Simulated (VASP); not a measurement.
# CuI (P4/nmm) in VASP: notebook, part 2 of 2

VASP 6.6.1.

### 4 Single point, PBEsol (equal strain along all axes, cell held: -6.0 %, then relaxed in part)

The input, INCAR:

```
PREC     = Accurate       # precision mode
ENCUT    = 520            # plane-wave cutoff, eV
EDIFF    = 1E-6           # SCF threshold, eV
ISMEAR   = 0              # smearing method
SIGMA    = 0.02           # smearing width, eV
LREAL    = False          # projectors in reciprocal space
LASPH    = True           # aspherical terms in the spheres
NELM     = 100            # most SCF steps
ALGO     = Normal         # electronic algorithm
ISIF     = 2              # what is computed and relaxed
LWAVE    = False          # write WAVECAR
LCHARG   = False          # write CHGCAR
GGA      = PS             # functional
NBANDS   = 26             # bands
```

The input, KPOINTS:

```
Automatic mesh
0
Gamma
  8 8 4
```

The input, POSCAR:

```
CuI
1.0
    3.7618628622      0.0000000000      0.0000000000
    0.0000000000      3.7618628622      0.0000000000
    0.0000000000      0.0000000000      6.0916898528
Cu I
2 2
Direct
    0.5000000000      0.5000000000      0.0000000000
    0.0000000000      0.0000000000      0.0000000000
    0.5000000000      0.0000000000      0.2918171717
    0.0000000000      0.5000000000      0.7081828283
```

Run with:

```
cat potpaw_PBE.64/Cu/POTCAR potpaw_PBE.64/I/POTCAR > POTCAR
mpirun -np 1 vasp_std > vasp.out
```

Run time: 2.4 min. Hardware: 1 thread of Oxide Virtual Turin-like, shared host; peak memory 0.2 GiB.

It converged, with:

```
Free energy            : -12.3587 eV
Pressure               : 6.7 GPa
Largest force          : 0.022 eV/Å
Band gap on the k mesh : 1.47 eV
```

Forces in eV/Å, atoms in the order of the input:
```
Cu   0.000  0.000  0.000
Cu   0.000  0.000  0.000
I    0.000  0.000  0.022
I    0.000  0.000 -0.022
```

Stress tensor (GPa, compression positive):
```
7.49 0.00 0.00
0.00 7.49 0.00
0.00 0.00 5.05
```

Levels at points of the mesh, in eV from the valence-band top:
```tsv
k point	band 16	band 17	band 18	band 19	band 20	band 21
(0.00, 0.00, 0.00)	-1.67	0.00	0.00	1.47	3.31	3.48
(0.50, 0.00, 0.00)	-2.00	-0.75	-0.75	3.88	3.88	4.54
(0.50, 0.50, 0.00)	-2.36	-1.73	-1.73	1.77	1.77	1.80
(0.00, 0.00, 0.50)	-1.67	-0.94	-0.94	3.64	3.79	3.80
(0.50, 0.00, 0.50)	-1.21	-0.69	-0.69	1.50	1.50	5.25
(0.50, 0.50, 0.50)	-2.36	-1.39	-1.39	3.75	3.75	4.18
```

Caveat: the cell differs from its parent crystal (equal strain along all axes, cell held: -6.0 %, then relaxed in part); the cell stands under pressure; the PAW data sets were made with another functional, which shifts forces and pressure a little; spin-orbit coupling is left out, which moves the levels of the heavy elements. A k mesh can miss the band edges.

### 5 Single point, PBEsol

This run uses another cell than the first one, of 21.55 Å³/atom.

The input, INCAR:

```
SYSTEM = CuI
  ALGO = Normal
  EDIFF = 1E-6
  ENCUT = 520
  GGA = PS
  ISIF = 2
  ISMEAR = 0
  LASPH = .TRUE.
  LCHARG = .TRUE.
  LELF = .TRUE.
  LREAL = .FALSE.
  LVHAR = .TRUE.
  LWAVE = .FALSE.
  NBANDS = 26
  NELM = 80
  PREC = Accurate
  SIGMA = 0.02
```

The input, KPOINTS:

```
k-points
0
G
  8 8 4
  0 0 0
```

POSCAR is that of step 4.

Run with:

```
cat potpaw_PBE.64/Cu/POTCAR potpaw_PBE.64/I/POTCAR > POTCAR
mpirun -np 1 vasp_std > vasp.out
```

It took 2.5 min on 1 thread of Oxide Virtual Turin-like, shared host; peak memory 0.21 GiB.

The run converged. Its results:

- Free energy: -12.3587 eV
- Pressure: 6.7 GPa
- Largest force: 0.022 eV/Å
- Band gap on the k mesh: 1.47 eV

Forces on the atoms (eV/Å):
```
Cu   0.000  0.000  0.000
Cu   0.000  0.000  0.000
I    0.000  0.000  0.022
I    0.000  0.000 -0.022
```

Stress tensor (GPa, compression positive):
```
7.49 0.00 0.00
0.00 7.49 0.00
0.00 0.00 5.05
```

Levels at points of the mesh, in eV from the valence-band top:
| k point | band 15 | band 16 | band 17 | band 18 | band 19 | band 20 | band 21 | band 22 |
| --- | --- | --- | --- | --- | --- | --- | --- | --- |
| (0.00, 0.00, 0.00) | -1.68 | -1.67 | 0.00 | 0.00 | 1.47 | 3.31 | 3.48 | 4.44 |
| (0.50, 0.00, 0.00) | -2.00 | -2.00 | -0.75 | -0.75 | 3.88 | 3.88 | 4.54 | 4.54 |
| (0.50, 0.50, 0.00) | -2.36 | -2.36 | -1.73 | -1.73 | 1.77 | 1.77 | 1.80 | 1.80 |
| (0.00, 0.00, 0.50) | -1.73 | -1.67 | -0.94 | -0.94 | 3.64 | 3.79 | 3.80 | 3.99 |
| (0.50, 0.00, 0.50) | -1.21 | -1.21 | -0.69 | -0.69 | 1.50 | 1.50 | 5.25 | 5.25 |
| (0.50, 0.50, 0.50) | -2.36 | -2.36 | -1.39 | -1.39 | 3.75 | 3.75 | 4.18 | 4.18 |

Caveat: the cell stands under pressure; the PAW data sets were made with another functional, which shifts forces and pressure a little; spin-orbit coupling is left out, which moves the levels of the heavy elements.

### 6 Single point, PBEsol (equal strain along all axes, cell held: -4.0 %, then relaxed in part)

The input, INCAR:

```
SYSTEM = CuI
PREC = Accurate
ENCUT = 520
EDIFF = 1E-6
ISMEAR = 0
SIGMA = 0.02
LREAL = .FALSE.
LASPH = .TRUE.
NELM = 80
ALGO = Normal
ISIF = 2
LWAVE = .FALSE.
LCHARG = .TRUE.
GGA = PS
LELF = .TRUE.
LVHAR = .TRUE.
NBANDS = 26
```

The input, KPOINTS:

```
Automatic mesh
0
G
  8 8 4
  0 0 0
```

The input, POSCAR:

```
CuI
1.0
    3.8419024975      0.0000000000      0.0000000000
    0.0000000000      3.8419024975      0.0000000000
    0.0000000000      0.0000000000      6.2213002752
Cu I
2 2
Direct
    0.5000000000      0.5000000000      0.0000000000
    0.0000000000      0.0000000000      0.0000000000
    0.5000000000      0.0000000000      0.2823480172
    0.0000000000      0.5000000000      0.7176519828
```

Potentials or basis: VASP PAW PBE potentials, release 64 (Cu, I).

Run with:

```
cat potpaw_PBE.64/Cu/POTCAR potpaw_PBE.64/I/POTCAR > POTCAR
mpirun -np 1 vasp_std > vasp.out
```

OUTCAR:

```text
SYSTEM = CuI
   PREC = Accurate
   ENCUT = 520
   EDIFF = 1E-6
   ISMEAR = 0
   LREAL = .FALSE.
   LASPH = .TRUE.
   NELM = 80
   ISIF = 2
   GGA = PS

 ion  position               nearest neighbor table
   1  0.500  0.500  0.000-   3 2.60   4 2.60   3 2.60   4 2.60   2 2.72   2 2.72   2 2.72   2 2.72

   2  0.000  0.000  0.000-   3 2.60   4 2.60   4 2.60   3 2.60   1 2.72   1 2.72   1 2.72   1 2.72

   3  0.500  0.000  0.282-   1 2.60   2 2.60   1 2.60   2 2.60
   4  0.000  0.500  0.718-   1 2.60   2 2.60   2 2.60   1 2.60

  LATTYP: Found a simple tetragonal cell.
[... 899 lines left out ...]
  --------------------------------------------------------------------------------------
  -------------------------------------------------------------------------------------
  Total        2.3247433      2.3247433      1.3611791      0.0000000      0.0000000      0.0000000
  in kB       40.5612884     40.5612884     23.7493662      0.0000000      0.0000000      0.0000000
  external PRESSURE =      34.9573143 kB  Pullay stress =       0.0000000 kB

 VOLUME and BASIS-vectors are now :
 -----------------------------------------------------------------------------
  energy-cutoff  :      520.00
  volume of cell :       91.83
      direct lattice vectors                 reciprocal lattice vectors
     3.841902498  0.000000000  0.000000000     0.260287709  0.000000000  0.000000000
     0.000000000  3.841902498  0.000000000     0.000000000  0.260287709  0.000000000
     0.000000000  0.000000000  6.221300275     0.000000000  0.000000000  0.160738102

 POSITION                                       TOTAL-FORCE (eV/Angst)
 -----------------------------------------------------------------------------------
      1.92095      1.92095      0.00000         0.000000     -0.000000     -0.000000
      0.00000      0.00000      0.00000         0.000000      0.000000     -0.000000
      1.92095      0.00000      1.75657        -0.000000     -0.000000      0.027926
      0.00000      1.92095      4.46473         0.000000      0.000000     -0.027926
 -----------------------------------------------------------------------------------
    total drift:                                0.000000      0.000000      0.000000

  FREE ENERGIE OF THE ION-ELECTRON SYSTEM (eV)
  ---------------------------------------------------
  free  energy   TOTEN  =       -12.5325480670 eV

  energy  without entropy=      -12.5325480670  energy(sigma->0) =      -12.53254807
```

Run time: 2 min. Hardware: 1 thread of Oxide Virtual Turin-like, shared host; peak memory 0.22 GiB.

Results:

| Property | Result |
| --- | --- |
| Free energy | -12.5325 eV |
| Pressure | 3.5 GPa |
| Largest force | 0.028 eV/Å |
| Band gap on the k mesh | 1.48 eV |

Forces in eV/Å, atoms in the order of the input:
```
Cu   0.000  0.000  0.000
Cu   0.000  0.000  0.000
I    0.000  0.000  0.028
I    0.000  0.000 -0.028
```

Caveat: the cell differs from its parent crystal (equal strain along all axes, cell held: -4.0 %, then relaxed in part); the cell stands under pressure; the PAW data sets were made with another functional, which shifts forces and pressure a little; spin-orbit coupling is left out, which moves the levels of the heavy elements. A k mesh can miss the band edges.

### 7 Overview

```tsv
task	cell	gap on the mesh (eV)	pressure (GPa)	largest force (eV/Å)
single point	a = 4.242, b = 4.242, c = 6.869 Å, 4 atoms, atomic positions A	1.67	-1.5	0.02
relaxation of the atoms	atoms relaxed from a = 4.082, b = 4.082, c = 6.610 Å, 4 atoms, atomic positions B	1.56	-0.8	-
single point	a = 3.762, b = 3.762, c = 6.092 Å, 4 atoms, atomic positions C	1.47	6.7	0.02
single point	a = 3.842, b = 3.842, c = 6.221 Å, 4 atoms, atomic positions D	1.48	3.5	0.03
```

Alike in all rows: level PBEsol; potentials or basis VASP PAW PBE potentials, release 64 (Cu, I); no spin polarisation; k mesh 8 × 8 × 4; cutoff (eV) 520; smearing gaussian 0.02 eV.

Caveats: the PAW data sets were made with another functional, which shifts forces and pressure a little; spin-orbit coupling is left out, which moves the levels of the heavy elements; this functional lacks dispersion, which binds layers or chains, so the pressure and a relaxed spacing across them are unreliable (at least some runs); the cell stands under pressure (at least some runs).

Absolute energies hang on the potentials; compare differences alone.
